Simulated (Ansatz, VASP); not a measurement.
One calculation of TaSi3, two programs

```
Ta Si
1.0
    -1.87331    1.87331    4.19186
     1.87331   -1.87331    4.19186
     1.87331    1.87331   -4.19186
Ta Si
1 3
Cartesian
  0.0000 0.0000 0.0000
  0.0000 0.0000 4.1919
  1.8733 0.0000 2.0959
  0.0000 1.8733 2.0959
```

Alike in both runs: functional PBE; k mesh 18 × 18 × 18; occupations gaussian, width 0.1 eV; no spin polarisation.

Ansatz relaxed the structure, and its values are those at the end. VASP's run is a single point on that final structure, the one shown.

|  | VASP | Ansatz |
| --- | --- | --- |
| version | VASP 6.6.1 | Ansatz 0.2.0 |
| potentials or method | VASP PAW PBE potentials, release 64 (Ta_pv, Si), cutoff 520 eV | scalar-relativistic, plane waves, PAW |
| valence electrons in the cell | 23 | 25 |

|  | VASP | Ansatz | Ansatz less VASP |
| --- | --- | --- | --- |
| gap on the k mesh at the Fermi level (eV) | none | none | - |
| pressure (GPa) | 0.0 | 0.0 | -0.04 |

A gap of «none» marks a metal or a gap that the smearing closes. VASP's potentials hold 23 valence electrons a cell and Ansatz's 25, so a difference there can come from the potentials and not from the codes.

Neither program's run includes spin-orbit coupling.
